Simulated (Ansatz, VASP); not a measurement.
## Zn24SO23 in VASP and in Ansatz

```
CELL_PARAMETERS angstrom
6.49862 0.00000 0.00000
-4.87396 8.44195 0.00000
0.00000 0.00000 10.41142
ATOMIC_POSITIONS crystal
Zn 0.15451 0.23394 0.26019
Zn 0.16502 0.22330 0.74175
Zn 0.17378 0.55980 0.25096
Zn 0.16759 0.55643 0.75335
Zn 0.14320 0.86015 0.26012
Zn 0.16365 0.88559 0.74074
Zn 0.69902 0.23713 0.25965
Zn 0.67077 0.22451 0.74195
Zn 0.65821 0.54861 0.24896
Zn 0.66668 0.55581 0.75369
Zn 0.67056 0.89200 0.24633
Zn 0.66673 0.88829 0.75500
Zn 0.33287 0.11074 0.97038
Zn 0.33324 0.11014 0.49560
Zn 0.33100 0.44227 0.99862
Zn 0.33602 0.44799 0.50318
Zn 0.33204 0.77966 0.99959
Zn 0.33879 0.77699 0.50228
Zn 0.83577 0.11462 0.99917
Zn 0.82925 0.10635 0.50204
Zn 0.83284 0.44287 0.99979
Zn 0.83784 0.45005 0.50237
Zn 0.83621 0.77834 0.00074
Zn 0.82516 0.77481 0.50124
S 0.33099 0.10701 0.18579
O 0.33354 0.11087 0.68780
O 0.32996 0.44681 0.18873
O 0.33568 0.44763 0.69169
O 0.33714 0.77626 0.18936
O 0.33719 0.77685 0.69099
O 0.83476 0.11383 0.18942
O 0.82978 0.10702 0.69018
O 0.84405 0.45179 0.19024
O 0.83679 0.44890 0.69115
O 0.82167 0.76952 0.19063
O 0.82724 0.77586 0.69031
O 0.16459 0.22468 0.44847
O 0.16297 0.22479 0.93087
O 0.16835 0.55632 0.44075
O 0.16746 0.55654 0.94216
O 0.16187 0.88289 0.44854
O 0.16123 0.88290 0.93035
O 0.67361 0.22598 0.44813
O 0.67442 0.22556 0.93124
O 0.66489 0.55419 0.43929
O 0.66599 0.55477 0.94287
O 0.66682 0.88848 0.43718
O 0.66829 0.89019 0.94429
```

Alike in both runs: functional PBE; k mesh 3 × 2 × 2; occupations fermi-dirac, width 0.01 eV; no spin polarisation.

Ansatz relaxed the structure, and its values are those at the end. VASP's run is a single point on that final structure, the one shown.

|  | VASP | Ansatz |
| --- | --- | --- |
| version | VASP 6.6.1 | Ansatz 0.2.0 |
| potentials or method | VASP PAW PBE potentials, release 64 (Zn, S, O) | plane-wave PAW, scalar-relativistic |
| plane-wave cutoff (eV) | 520 | 420 |
| valence electrons in the cell | 432 | 432 |

Ansatz gave:

- gap on the k mesh at the Fermi level (eV): 0.75
- pressure (GPa): 7.9
- rms of the force components (eV/Å): 0.005

Question: Estimate VASP's values.

Answer: gap on the k mesh at the Fermi level (eV): 0.74; pressure (GPa): 8.9; rms of the force components (eV/Å): 0.007.

Ansatz's warnings: stress scf threshold loose.
